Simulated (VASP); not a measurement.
Here is a VASP 6.6.1 calculation.

POSCAR

```
W
1.0
    0.0000000000      2.0300000000      2.0604500000
    2.0300000000      0.0000000000      2.0604500000
    2.0300000000      2.0300000000      0.0000000000
W
1
Direct
    0.0000000000      0.0000000000      0.0000000000
```

INCAR.step1

```
SYSTEM = W
  ALGO = Normal
  EDIFF = 1E-4
  ENCUT = 520
  GGA = PE
  ISMEAR = 0
  LASPH = .True.
  LCHARG = .False.
  LREAL = .False.
  LWAVE = .True.
  NBANDS = 13
  NELM = 60
  PREC = Accurate
  SIGMA = 0.15
```

Contents of INCAR.step2:

```
SYSTEM = W
  ALGO = Normal
  EDIFF = 1E-7
  ENCUT = 520
  ISIF = 2
  ISMEAR = 0
  ISTART = 1
  LASPH = .True.
  LCHARG = .False.
  LMIXTAU = .True.
  LREAL = .False.
  LWAVE = .False.
  METAGGA = R2SCAN
  NBANDS = 13
  NELM = 60
  PREC = Accurate
  SIGMA = 0.15
```

File KPOINTS:

```
k-points
0
Gamma
  20 20 20
  0 0 0
```

Potentials or basis: VASP PAW PBE potentials, release 64 (W_sv).

Command:

```sh
$ cat potpaw_PBE.64/W_sv/POTCAR > POTCAR
$ cp INCAR.step1 INCAR
$ mpirun -np 1 vasp_std > vasp.out
$ cp INCAR.step2 INCAR
$ mpirun -np 1 vasp_std > vasp.out
```

(1) What does it give for the band gap on the k mesh?

(2) What does it give for the pressure?

Answers

(1) zero (bands 7 and 8 overlap by 3.39 eV).

(2) -11.7 GPa.

Caveat: the cell differs from its parent crystal (strain +0.000 along x and y, +0.015 along z); the stress differs along the axes, from -14 to -8 GPa; the PAW data sets were made with another functional, which shifts forces and pressure a little; spin-orbit coupling is left out, which moves the levels of the heavy elements.
